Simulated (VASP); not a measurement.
A run of VASP 6.6.1:

INCAR

```
ALGO = Normal
EDIFF = 1E-6
ENCUT = 520
GGA = PE
ISIF = 2
ISMEAR = -1
LASPH = T
LCHARG = T
LELF = T
LREAL = F
LVHAR = T
LWAVE = F
NBANDS = 32
NELM = 60
PREC = Accurate
SIGMA = 0.1
```

KPOINTS

```
k-points
0
Gamma
  5 5 5
```

File POSCAR:

```
Sn3Se
1.0
    4.6560342127      0.0000000000      0.0000000000
    0.0000000000      4.6560342127      0.0000000000
    0.0000000000      0.0000000000      4.6560342127
Sn Se
3 1
Direct
    0.0000000000      0.5000000000      0.5000000000
    0.5000000000      0.0000000000      0.5000000000
    0.5000000000      0.5000000000      0.0000000000
    0.0000000000      0.0000000000      0.0000000000
```

Potentials or basis: VASP PAW PBE potentials, release 64 (Sn_d, Se).

The run is started by

```bash
$ cat potpaw_PBE.64/Sn_d/POTCAR potpaw_PBE.64/Se/POTCAR > POTCAR
$ mpirun -np 1 vasp_std > vasp.out
```

Hardware: 1 thread of Intel Xeon 6975P-C, on a shared host.

Task: Estimate the wall time of this run.

Result: Run time: 18 s on 1 thread of Intel Xeon 6975P-C (shared host), peak memory 0.2 GiB. Counts: scf iterations 13, k points 10.
